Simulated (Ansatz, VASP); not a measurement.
**Two plane-wave programs on W**

The input INCAR:

```
  PREC = Accurate
  ENCUT = 520
  EDIFF = 1E-6
  ISMEAR = 0
  SIGMA = 0.15
  LREAL = F
  LASPH = T
  NELM = 60
  ALGO = Fast
  ISIF = 2
  LWAVE = F
  LCHARG = T
  GGA = PE
  LELF = T
  LVHAR = T
  NBANDS = 13
```

File KPOINTS:

```
Automatic mesh
0
Gamma
  22 22 22
```

Contents of POSCAR:

```
W
1.0
   -1.3991980414      1.6200022205      1.6200022205
    1.6200022205     -1.3991980414      1.6200022205
    1.6200022205      1.6200022205     -1.3991980414
W
1
Direct
    0.0000000000      0.0000000000      0.0000000000
```

Input for Ansatz:

```yaml
crystal:
  lattice:
    - [-1.3991980414, 1.6200022205, 1.6200022205]
    - [1.6200022205, -1.3991980414, 1.6200022205]
    - [1.6200022205, 1.6200022205, -1.3991980414]
  atoms:
    - { symbol: W, position: [0.0, 0.0, 0.0] }
basis:
  ecutwfc: 420
kpoints:
  mp_grid: { grid: [22, 22, 22] }
hamiltonian:
  xc: pbe
  pseudopotentials: { kind: paw, azcp: { folder: soft_1 } }
scf:
  occupations: { method: gaussian, width: 0.15 }
output:
  forces: true
  stress: true
  eigenvalues: true
```

Alike in both runs: task single point; functional PBE; k mesh 22 × 22 × 22; occupations gaussian, width 0.15 eV; no spin polarisation.

```csv
,VASP,Ansatz
version,VASP 6.6.1,Ansatz 0.2.0
potentials or method,"VASP PAW PBE potentials, release 64 (W_sv), cutoff 520 eV","scalar-relativistic, plane waves, PAW"
valence electrons in the cell,14,14
```

```csv
,VASP,Ansatz,Ansatz less VASP
gap on the k mesh at the Fermi level (eV),none,none,-
pressure (GPa),-3.3,-3.8,-0.50
"traceless stress, the component that is largest in VASP (GPa)",-12.49,-12.39,+0.101
```

A gap of «none» marks a metal or a gap that the smearing closes. The functional is the same, so the differences come from potentials, cutoffs and numerics.

Neither program's run includes spin-orbit coupling.
